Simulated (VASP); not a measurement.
A run of VASP 6.6.1 is set up as follows.

File INCAR:

```
SYSTEM = Rh
  PREC = Accurate
  ENCUT = 520
  EDIFF = 1E-6
  ISMEAR = 0
  SIGMA = 0.15
  LREAL = .FALSE.
  LASPH = .TRUE.
  NELM = 100
  ALGO = Fast
  ISIF = 2
  LWAVE = .FALSE.
  LCHARG = .FALSE.
  GGA = CA
  NBANDS = 14
```

KPOINTS

```
regular mesh
0
G
  20 20 20
  0 0 0
```

Contents of POSCAR:

```
Rh
1.0
   -0.2815552893      1.9019998307      1.8770352617
    1.9019998307     -0.2815552893      1.8770352617
    1.6204445414      1.6204445414      0.0000000000
Rh
1
Direct
    0.0000000000      0.0000000000      0.0000000000
```

Potentials or basis: VASP PAW LDA potentials, release 64 (Rh_pv).

Launch:

```sh
$ cat potpaw_LDA.64/Rh_pv/POTCAR > POTCAR
$ mpirun -np 1 vasp_std > vasp.out
```

(1) What does it give for the pressure?

(2) Estimate the band gap on the k mesh.

Answers

(1) 26.1 GPa.

(2) zero (an odd number of electrons rules out a gap without spin polarisation).

Caveat: the stress differs along the axes, from -4 to 41 GPa.
